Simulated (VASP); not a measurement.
# SrLi8Nb7O23 (a cell with a defect) in VASP: notebook

Runs on SrLi8Nb7O23 (a cell with a defect). Level: PBE. Tasks: single point.

Everything below comes from runs of VASP 6.6.1. Logs are shortened: lines on timing, memory, paths and dates and some standing lists are left out, and cuts for length are marked.

## Step 1: The cell of the first run

The cell holds a defect, 39 atoms: a = 5.550 Å, b = 11.101 Å, c = 11.101 Å, α = 55.75°, β = 55.75°, γ = 55.75°.

## Step 2: Single point, PBE

INCAR

```
SYSTEM = SrLi8Nb7O23
PREC = Accurate
ENCUT = 520
EDIFF = 1E-7
ISMEAR = 0
SIGMA = 0.01
LREAL = Auto
LASPH = .True.
NELM = 80
ALGO = Normal
ISIF = 2
LWAVE = .False.
LCHARG = .True.
GGA = PE
LELF = .True.
LVHAR = .True.
NELECT = 264.0
NBANDS = 156
```

KPOINTS

```
Automatic mesh
0
Gamma
  1 1 1
  0.25 0.25 0.25
```

POSCAR

```
SrLi8Nb7O23
1.0
    2.5949501400      1.4981951600      4.6722232500
   -5.1899002700      2.9963903200      9.3444465000
    0.0000000000     -5.9927806400      9.3444465000
Li Nb O Sr
8 7 23 1
Direct
    0.7132003043      0.3568501225      0.3634358691
    0.1746457422      0.1147882751      0.1361912699
    0.7131600125      0.3594960515      0.8594169554
    0.2226826769      0.1135451857      0.6104624170
    0.7168497145      0.8511526419      0.3706197540
    0.2155364645      0.6080628872      0.1154661388
    0.7719390934      0.8181912290      0.8533711254
    0.2066664426      0.5965424685      0.6153436342
    0.9824405904      0.4931419530      0.5134184778
    0.4979187882      0.2483799467      0.2516088020
    0.9969020429      0.4965454369      1.0075381706
    0.9888475266      1.0113479794      0.5030679110
    0.5077788529      0.7441924782      0.2571334395
    0.9814203844      0.9867523067      1.0182006797
    0.5005436911      0.7495499430      0.7515730889
    0.2779827827      0.3200370914      0.4431294696
    0.6355058637      0.4455131041      0.1411953544
    0.8712445090      0.1408399512      0.3244447683
    0.4196955686      0.0616271243      0.3759067684
    0.8024797673      0.1959643912      0.0681234099
    0.1345507886      0.3920233671      0.2002506208
    0.2802160286      0.3141319805      0.9701280340
    0.6201639915      0.4550798590      0.6286602547
    1.0298838782      0.1340596021      0.8178829004
    0.8471667889      0.1889575467      0.5411798475
    0.0771456711      0.4227161268      0.6837686521
    0.2832840973      0.8332879712      0.4264931238
    0.6042062809      0.9712347772      0.0941693045
    0.8757389534      0.6595035722      0.3100205422
    0.3834320217      0.5757250757      0.3810511507
    0.7792509041      0.6950272502      0.0688010600
    0.1376655952      0.8981863098      0.1839666655
    0.2865577307      0.8153461023      0.9512278383
    0.6410088428      0.9444853615      0.6505461794
    0.8945392947      0.6343751513      0.8212375940
    0.3896054523      0.5721879556      0.8892548426
    0.7572459286      0.7103898376      0.5661188592
    0.1312735808      0.8914700963      0.7032904925
    0.4759400664      0.2181436819      0.7758237048
```

Potentials or basis: VASP PAW PBE potentials, release 64 (Li_sv, Nb_sv, O, Sr_sv).

Command:

```bash
$ cat potpaw_PBE.64/Li_sv/POTCAR potpaw_PBE.64/Nb_sv/POTCAR potpaw_PBE.64/O/POTCAR potpaw_PBE.64/Sr_sv/POTCAR > POTCAR
$ mpirun -np 1 vasp_std > vasp.out
```

OUTCAR:

```text
SYSTEM = SrLi8Nb7O23
   PREC = Accurate
   ENCUT = 520
   EDIFF = 1E-7
   ISMEAR = 0
   LREAL = Auto
   LASPH = .True.
   NELM = 80
   ISIF = 2
   GGA = PE
   NELECT = 264.0

 ion  position               nearest neighbor table
   1  0.713  0.357  0.363-  25 1.97  21 2.09  30 2.10  18 2.25  16 2.25  39 3.55
   2  0.175  0.115  0.136-  18 1.86  28 1.94  22 2.07  20 2.13  32 2.26  39 3.09
   3  0.713  0.359  0.859-  26 2.00  36 2.08  20 2.11  22 2.21  24 2.24  39 3.22  39 3.31
   4  0.223  0.114  0.610-  24 2.01  16 2.04  34 2.10  25 2.18  39 3.21  39 3.72
   5  0.717  0.851  0.371-  37 1.88  19 1.97  29 2.14  32 2.17  27 2.22
   6  0.216  0.608  0.115-  29 2.03  17 2.05  33 2.06  21 2.24
   7  0.772  0.818  0.853-  35 1.93  31 1.99  38 1.99  34 2.17  33 2.28  11 2.78  39 3.50
   8  0.207  0.597  0.615-  23 1.95  26 2.03  35 2.05  39 3.25
   9  0.982  0.493  0.513-  23 1.82  26 1.86  16 1.92  29 2.11  30 2.25  37 2.26  39 3.86  39 4.02
[... 17 lines left out ...]
  25  0.847  0.189  0.541-  12 1.87   1 1.97   4 2.18  39 2.30
  26  0.077  0.423  0.684-   9 1.86   3 2.00   8 2.03  39 2.32
  27  0.283  0.833  0.426-  12 2.00  13 2.03   5 2.22
  28  0.604  0.971  0.094-  14 1.84   2 1.94  13 2.28  39 3.20
  29  0.876  0.660  0.310-  13 1.99   6 2.03   9 2.11   5 2.14
  30  0.383  0.576  0.381-  13 1.83   1 2.10   9 2.25
  31  0.779  0.695  0.069-  13 1.94   7 1.99  11 2.13
  32  0.138  0.898  0.184-  14 1.98  13 2.04   5 2.17   2 2.26
  33  0.287  0.815  0.951-  14 1.89   6 2.06  15 2.18   7 2.28
  34  0.641  0.944  0.651-  12 1.91   4 2.10   7 2.17  15 2.18  39 3.49
  35  0.895  0.634  0.821-  11 1.93   7 1.93   8 2.05  15 2.16
  36  0.390  0.572  0.889-  15 1.87   3 2.08  11 2.19
  37  0.757  0.710  0.566-  15 1.86   5 1.88   9 2.26
  38  0.131  0.891  0.703-  15 1.90   7 1.99  12 2.19  39 3.49
  39  0.476  0.218  0.776-  25 2.30  26 2.32  22 2.37  23 2.51  24 2.83  24 2.90   2 3.09  28 3.20
                             4 3.21   3 3.22   8 3.25   3 3.31  20 3.32  38 3.49  34 3.49   7 3.50

  LATTYP: Found a base centered monoclinic cell.
 ALAT       =    15.1977748256
 B/A-ratio  =     0.6829815986
 C/A-ratio  =     0.3652177898
 COS(beta)  =    -0.0918250328

  Lattice vectors:

 A1 = (   7.7848504100,  -1.4981951600,  -4.6722232500)
 A2 = (   2.5949501400,   7.4909758000,  -4.6722232500)
 A3 = (   2.5949501400,   1.4981951600,   4.6722232500)

Analysis of symmetry for initial positions (statically):
=====================================================================
 Subroutine PRICEL returns:
 Original cell was already a primitive cell.

 Routine SETGRP: Setting up the symmetry group for a
 base centered monoclinic supercell.

 Subroutine GETGRP returns: Found  1 space group operations
 (whereof  1 operations were pure point group operations)
 out of a pool of  4 trial point group operations.

The static configuration has the point symmetry C_1 .

Analysis of symmetry for dynamics (positions and initial velocities):
[... 174 lines left out ...]
   EMIN   =  10.00;   EMAX   =-10.00  energy-range for DOS
   EFERMI =   0.00;   METHOD = LEGACY
   ISMEAR =     0;   SIGMA  =   0.01  broadening in eV -4-tet -1-fermi 0-gaus
   EFERMI_NEDOS =   21; number of points for ismear=-14 and -15
   IALGO  =     38    algorithm
   IMIX   =      4    mixing-type and parameters
     AMIX     =   0.40;   BMIX     =  1.00
     AMIX_MAG =   1.60;   BMIX_MAG =  1.00
  volume/ion in A,a.u.               =      11.18        75.43
  Fermi-wavevector in a.u.,A,eV,Ry     =   1.385050  2.617365 26.100913  1.918363
  Thomas-Fermi vector in A             =   2.509496
   LORBIT       =      0    0 simple, 1 ext, 2 COOP (PROOUT), +10 PAW based schemes
   GGA     = PE    functional components
   LHFCALC =     F    Hartree Fock is set to
   AEXX    =    0.0000 exact exchange contribution
   IVDW    =     0    specifies the selected vdW correction
   LEPSILON=     F    determine dielectric tensor
   LRPA    =     F    only Hartree local field effects (RPA)
 non-spin polarized calculation
 Gauss-broadening in eV      SIGMA  =   0.01
  energy-cutoff  :      520.00
  volume of cell :      435.95
 maximum number of plane-waves:     11741
 NGX is ok and might be reduce to    42
   NGX = 21   NGY = 41   NGZ = 41

 number of electron     264.0000003 magnetization

 Free energy of the ion-electron system (eV)
  ---------------------------------------------------
  ext. energy  EPLUGINS =         0.00000000
  ---------------------------------------------------
  free energy    TOTEN  =      -296.88174870 eV

  energy without entropy =     -296.88174870  energy(sigma->0) =     -296.88174870

 E-fermi :   3.4272     XC(G=0): -10.5474

 val. band max:        3.2255619082   @ k =   0.2500   0.2500   0.2500
 cond. band min:       6.6607241688   @ k =   0.2500   0.2500   0.2500
 fundamental gap:      3.4351622605
 Fermi energy:         3.4272071383

 k-point     1 :       0.2500    0.2500    0.2500
  band No.  band energies     occupation
      1     -51.2487      2.00000
      2     -51.2268      2.00000
      3     -51.1621      2.00000
      4     -51.0811      2.00000
      5     -51.0650      2.00000
      6     -51.0119      2.00000
[... 136 lines left out ...]
    143       7.7293      0.00000
    144       7.8023      0.00000
 [bands above 144 left out]

------------------------ aborting loop because EDIFF is reached ----------------------------------------

  FORCE on cell =-STRESS in cart. coord.  units (eV):
  Direction    XX          YY          ZZ          XY          YZ          ZX
  --------------------------------------------------------------------------------------
  -------------------------------------------------------------------------------------
  Total       15.0553613     16.3592661     15.3086837      1.4436830      2.3412963     -1.5207244
  in kB       55.3311286     60.1232106     56.2621336      5.3057915      8.6046801     -5.5889325
  external PRESSURE =      57.2388243 kB  Pullay stress =       0.0000000 kB

 VOLUME and BASIS-vectors are now :
 -----------------------------------------------------------------------------
  energy-cutoff  :      520.00
  volume of cell :      435.95
      direct lattice vectors                 reciprocal lattice vectors
     2.594950140  1.498195160  4.672223250     0.192681930  0.111244964  0.071343623
    -5.189900270  2.996390320  9.344446500    -0.096340965  0.055622482  0.035671811
     0.000000000 -5.992780640  9.344446500     0.000000000 -0.111244964  0.035671811

 POSITION                                       TOTAL-FORCE (eV/Angst)
 -----------------------------------------------------------------------------------
     -0.00130     -0.04022     10.06290        -0.007474      0.007882     -0.008156
     -0.14254     -0.21056      3.16125         0.001826      0.012158     -0.009131
     -0.01513     -3.00465     14.72211        -0.004457     -0.007260     -0.005444
     -0.01144     -2.98452      7.80587         0.006163     -0.001903     -0.004667
     -2.55721      1.40332     14.76607         0.006216      0.010724     -0.006612
     -2.59648      1.45295      7.76801         0.000837      0.002441     -0.003440
[... 31 lines left out ...]
     -4.28599     -1.34680     15.51549        -0.006394      0.010522     -0.009204
      0.10290     -3.28265     11.51177         0.044071     -0.072179     -0.006630
 -----------------------------------------------------------------------------------
    total drift:                                0.002433      0.011954      0.002669

  FREE ENERGIE OF THE ION-ELECTRON SYSTEM (eV)
  ---------------------------------------------------
  free  energy   TOTEN  =      -296.8817486961 eV

  energy  without entropy=     -296.8817486961  energy(sigma->0) =     -296.88174870
```

It took 5.9 min on 1 thread of Intel Xeon Platinum 8259CL at 2.50GHz (Skylake/Cascade Lake), shared host; peak memory 0.64 GiB.

What came out:

```yaml
Free_energy: -296.8817 eV
Largest_force: 0.085 eV/Å
```

Forces on the atoms (eV/Å):
```
Li  -0.007  0.008 -0.008
Li   0.002  0.012 -0.009
Li  -0.004 -0.007 -0.005
Li   0.006 -0.002 -0.005
Li   0.006  0.011 -0.007
Li   0.001  0.002 -0.003
Li  -0.014  0.004  0.005
Li  -0.009  0.004  0.001
Nb  -0.008  0.061  0.016
Nb   0.010  0.032  0.042
Nb  -0.021  0.001  0.029
Nb   0.023  0.012 -0.011
Nb  -0.036  0.025  0.016
Nb   0.028 -0.022  0.036
Nb   0.001  0.013  0.054
O   -0.014 -0.002 -0.002
O    0.014  0.000 -0.011
O   -0.009 -0.031  0.000
O   -0.013 -0.019 -0.010
O   -0.007 -0.014 -0.011
O   -0.002  0.010 -0.010
O   -0.014 -0.025  0.031
O   -0.004  0.006  0.011
O   -0.004  0.025  0.003
O    0.027  0.052 -0.006
O   -0.045  0.014 -0.013
O    0.008  0.010 -0.010
O    0.011 -0.017 -0.011
O    0.003 -0.026  0.005
O    0.000 -0.030 -0.019
O    0.011 -0.013 -0.006
O    0.006  0.012 -0.010
O   -0.011  0.003 -0.010
O    0.008 -0.003 -0.004
O    0.005 -0.015 -0.020
O   -0.005 -0.015 -0.014
O    0.020 -0.013 -0.017
O   -0.006  0.011 -0.009
Sr   0.044 -0.072 -0.007
```

Caveat: the k points lie up to 1.14 Å⁻¹ apart, too coarse for converged energies, forces and pressures; the cell carries a net charge on a neutralising background, which shifts energy and pressure; the cell is charged against a uniform background, so pressure and absolute levels hang on convention; the cutoff is under 1.25 times the usual one of these potentials, so pressure, stress and relaxed cells hold a basis-set (Pulay) error.

## Step 3: Single point, PBE

INCAR

```
PREC     = Accurate       # precision mode
ENCUT    = 520            # plane-wave cutoff, eV
EDIFF    = 1E-6           # SCF threshold, eV
ISMEAR   = 0              # smearing method
SIGMA    = 0.01           # smearing width, eV
LREAL    = Auto         
LASPH    = T              # aspherical terms in the spheres
NELM     = 60             # most SCF steps
ALGO     = Normal         # electronic algorithm
ISIF     = 2              # what is computed and relaxed
LWAVE    = F              # write WAVECAR
LCHARG   = F              # write CHGCAR
GGA      = PE             # functional
NBANDS   = 156            # bands
NELECT   = 262.0
```

KPOINTS is that of step 2.

POSCAR

```
SrLi8Nb7O23
1.0
    2.5949501400      1.4981951600      4.6722232500
   -5.1899002700      2.9963903200      9.3444465000
    0.0000000000     -5.9927806400      9.3444465000
Li Nb O Sr
8 7 23 1
Direct
    0.7125640404      0.3551516686      0.3685496017
    0.1954461445      0.1431771685      0.1256867043
    0.6504729139      0.3757060497      0.9080611978
    0.2519637740      0.1063721075      0.5997234124
    0.7092554818      0.8422425803      0.3865575287
    0.2152420033      0.6049406325      0.1144906298
    0.7719219595      0.8272772457      0.8493303042
    0.1946120631      0.6381463939      0.6016726666
    0.9540442444      0.4975682893      0.5036266399
    0.4935153221      0.2501955609      0.2588603575
    0.9852972551      0.5051270953      1.0086153423
    1.0010345339      1.0143036508      0.4937475873
    0.4858031551      0.7415692755      0.2596251043
    0.9687519703      1.0006112374      1.0259801297
    0.5040441153      0.7517903726      0.7532797691
    0.2821513238      0.3174642013      0.4434342030
    0.6364948605      0.4459506108      0.1372745328
    0.8844109365      0.1459414552      0.3167117181
    0.4317270499      0.0600369362      0.3728236643
    0.8232436372      0.1913226396      0.0655363359
    0.1406577060      0.3883439505      0.2014083289
    0.2959791009      0.3291648322      0.9621014406
    0.5907126608      0.4682825216      0.6048192064
    1.0750567204      0.1628209524      0.7877534828
    0.8518061093      0.1817041901      0.5460835732
    0.0126468959      0.3307923070      0.7380815629
    0.3096921727      0.8288343025      0.4183018260
    0.6100045955      0.9838003001      0.0777704310
    0.8839432144      0.6426639538      0.3110166632
    0.3740177769      0.5707400088      0.3859841267
    0.7665012342      0.7004913435      0.0692813542
    0.1072564858      0.8805029702      0.1988759779
    0.2874649903      0.8567014683      0.9218797513
    0.6698955579      0.9361362227      0.6279480530
    0.8955185587      0.6383461087      0.8204990713
    0.3686903146      0.5846962048      0.9063129559
    0.7940094983      0.6646926919      0.5877303555
    0.1598927617      0.8826787065      0.6890573042
    0.4917188976      0.2257070046      0.7756588789
```

Potentials or basis: VASP PAW PBE potentials, release 64 (Li_sv, Nb_sv, O, Sr_sv).

Command:

```bash
$ cat potpaw_PBE.64/Li_sv/POTCAR potpaw_PBE.64/Nb_sv/POTCAR potpaw_PBE.64/O/POTCAR potpaw_PBE.64/Sr_sv/POTCAR > POTCAR
$ mpirun -np 1 vasp_std > vasp.out
```

Run time: 6.1 min. Hardware: 1 thread of Intel Xeon Platinum 8259CL at 2.50GHz (Skylake/Cascade Lake), shared host; peak memory 0.64 GiB.

The run converged. Its results:

```yaml
Free_energy: -304.5260 eV
Largest_force: 0.192 eV/Å
```

Forces on the atoms (eV/Å):
```
Li  -0.005  0.004 -0.001
Li   0.001  0.018 -0.006
Li  -0.009 -0.013  0.004
Li   0.003 -0.002 -0.002
Li  -0.001  0.002 -0.003
Li   0.002  0.000 -0.012
Li  -0.016  0.007  0.006
Li  -0.011  0.000 -0.002
Nb   0.034  0.037  0.062
Nb   0.009  0.025  0.040
Nb  -0.002 -0.001  0.045
Nb   0.036  0.026  0.005
Nb  -0.038  0.038  0.023
Nb   0.006  0.019  0.034
Nb   0.013  0.010  0.023
O   -0.009  0.010 -0.012
O    0.009 -0.017 -0.017
O   -0.018 -0.036 -0.007
O   -0.012 -0.010 -0.011
O    0.004 -0.022 -0.002
O    0.007  0.005 -0.007
O   -0.028 -0.020  0.034
O   -0.022  0.002 -0.011
O    0.125 -0.099 -0.103
O    0.023  0.048 -0.021
O   -0.148  0.107  0.056
O   -0.008  0.001 -0.008
O    0.007 -0.028 -0.019
O   -0.003 -0.016  0.000
O    0.004 -0.028 -0.021
O    0.016 -0.007 -0.009
O    0.015  0.005  0.001
O   -0.002  0.008 -0.007
O    0.007 -0.020 -0.012
O   -0.005 -0.008 -0.016
O   -0.021  0.005 -0.008
O    0.005 -0.009 -0.015
O   -0.001  0.014 -0.008
Sr   0.031 -0.056  0.007
```

Levels at points of the mesh, in eV from the Fermi level:
```csv
k point,band 129,band 130,band 131,band 132,band 133,band 134
"(0.25, 0.25, 0.25)",-0.53,-0.46,-0.12,2.82,2.95,3.22
```

Caveat: the k points lie up to 1.14 Å⁻¹ apart, too coarse for converged energies, forces and pressures; the cell carries a net charge on a neutralising background, which shifts energy and pressure; the cell is charged against a uniform background, so pressure and absolute levels hang on convention; the cutoff is under 1.25 times the usual one of these potentials, so pressure, stress and relaxed cells hold a basis-set (Pulay) error.

[end of part 1 of 2]
